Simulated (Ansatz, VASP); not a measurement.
## Two plane-wave programs on Ir

Contents of INCAR:

```
PREC = Accurate
ENCUT = 520
EDIFF = 1E-6
ISMEAR = 0
SIGMA = 0.15
LREAL = F
LASPH = T
NELM = 100
ALGO = Normal
ISIF = 2
LWAVE = F
LCHARG = F
GGA = PE
NBANDS = 10
```

KPOINTS

```
regular mesh
0
Gamma
  22 22 22
```

Contents of POSCAR:

```
Ir
1.0
    0.0000000000      2.0972827308      1.6211995509
    2.0972827308      0.0000000000      1.6211995509
    2.0972827308      2.0972827308      0.0000000000
Ir
1
Direct
    0.0000000000      0.0000000000      0.0000000000
```

Input for Ansatz:

```yaml
crystal:
  lattice:
    - [0.0, 2.0972827308, 1.6211995509]
    - [2.0972827308, 0.0, 1.6211995509]
    - [2.0972827308, 2.0972827308, 0.0]
  atoms:
    - { symbol: Ir, position: [0.0, 0.0, 0.0] }
basis:
  ecutwfc: 420
kpoints:
  mp_grid: { grid: [22, 22, 22] }
hamiltonian:
  xc: pbe
  pseudopotentials: { kind: paw, azcp: { folder: soft_1 } }
scf:
  occupations: { method: gaussian, width: 0.15 }
output:
  forces: true
  stress: true
  eigenvalues: true
```

Alike in both runs: task single point; functional PBE; k mesh 22 × 22 × 22; occupations gaussian, width 0.15 eV; no spin polarisation.

```csv
,VASP,Ansatz
version,VASP 6.6.1,Ansatz 0.2.0
potentials or method,"VASP PAW PBE potentials, release 64 (Ir), cutoff 520 eV","scalar-relativistic, plane waves, PAW"
valence electrons in the cell,9,17
```

|  | VASP | Ansatz | Ansatz less VASP |
| --- | --- | --- | --- |
| gap on the k mesh at the Fermi level (eV) | none | none | - |
| pressure (GPa) | 16.7 | 15.9 | -0.77 |
| traceless stress, the component that is largest in VASP (GPa) | 30.07 | 30.36 | +0.289 |

A gap of «none» marks a metal or a gap that the smearing closes. VASP's potentials hold 9 valence electrons a cell and Ansatz's 17, so a difference there can come from the potentials and not from the codes.

Neither program's run includes spin-orbit coupling.
